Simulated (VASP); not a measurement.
Runs of VASP 6.6.1 on ZrC. The structure is that of space group Fm-3m (No. 225), or close to it. The cells are those of the table. 

```csv
task,cell,cutoff (eV),k mesh for the DOS,occupations for the DOS,gap on the mesh (eV),pressure (GPa)
single point,"a = 3.301 Å, angles 60.0°, 2 atoms",600,-,-,none,(a)
single point,"a = 3.291 Å, angles 61.3°, 2 atoms",520,-,-,none,-4.2
electric field gradients,"a = 3.324 Å, angles 60.0°, 2 atoms",520,-,-,none,-4.2
electric field gradients,"a = 3.340 Å, angles 59.3°, 2 atoms",520,-,-,none,-4.2
single point,"a = 3.335 Å, angles 60.0°, 2 atoms",600,-,-,none,-6.4
single point,"a = 3.340 Å, angles 59.3°, 2 atoms",520,-,-,none,-4.2
single point,"a = 3.307 Å, angles 60.7°, 2 atoms",520,-,-,none,-4.2
```

Alike in all rows: level PBEsol; potentials or basis VASP PAW PBE potentials, release 64 (Zr_sv, C); no spin polarisation; k mesh 15 × 15 × 15; smearing fermi-dirac 0.05 eV.

Fill in the values left out.

(a) 0.3.

Caveats: the PAW data sets were made with another functional, which shifts forces and pressure a little.

A k mesh can miss the band edges, and the runs leave out spin-orbit coupling on Zr.

A gap of «none» marks levels without a gap at the run's occupations.
